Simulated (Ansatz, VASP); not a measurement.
Sn in VASP and in Ansatz

File INCAR:

```
SYSTEM = Sn
ALGO = Normal ; EDIFF = 1E-6
ENCUT = 520 ; GGA = PE
ISIF = 2 ; ISMEAR = -1
LASPH = .TRUE. ; LCHARG = .TRUE.
LELF = .TRUE. ; LREAL = .FALSE.
LVHAR = .TRUE. ; LWAVE = .FALSE.
NBANDS = 21 ; NELM = 100
PREC = Accurate ; SIGMA = 0.05
```

Contents of KPOINTS:

```
k-points
0
G
  9 9 9
  0 0 0
```

File POSCAR:

```
Sn
1.0
    0.0000000000      3.2604978867      3.2604978867
    3.2604978867      0.0000000000      3.2604978867
    3.2604978867      3.2604978867      0.0000000000
Sn
2
Direct
    0.0000000000      0.0000000000      0.0000000000
    0.2500000000      0.2500000000      0.2500000000
```

Input for Ansatz:

```yaml
crystal:
  lattice:
    - [0.0, 3.2604978867, 3.2604978867]
    - [3.2604978867, 0.0, 3.2604978867]
    - [3.2604978867, 3.2604978867, 0.0]
  atoms:
    - { symbol: Sn, position: [0.0, 0.0, 0.0] }
    - { symbol: Sn, position: [0.25, 0.25, 0.25] }
kpoints:
  mp_grid: { grid: [9, 9, 9] }
scf:
  occupations: { method: fermi_dirac, width: 0.05 }
hamiltonian:
  xc: pbe
  pseudopotentials: { kind: all_electron, lapw: { basis_error: 0.0005 } }
output:
  forces: true
  stress: true
  eigenvalues: true
```

Change from the starting cell: volume scaled by 0.9405.

Alike in both runs: task single point; functional PBE; k mesh 9 × 9 × 9; occupations fermi-dirac, width 0.05 eV; no spin polarisation.

```csv
,VASP,Ansatz
version,VASP 6.6.1,Ansatz 0.2.0
potentials or method,"VASP PAW PBE potentials, release 64 (Sn_d), cutoff 520 eV","all-electron LAPW, scalar-relativistic"
```

|  | VASP | Ansatz | Ansatz less VASP |
| --- | --- | --- | --- |
| pressure (GPa) | 2.5 | 2.5 | +0.05 |

Ansatz ran all-electron here, and VASP with PAW potentials.
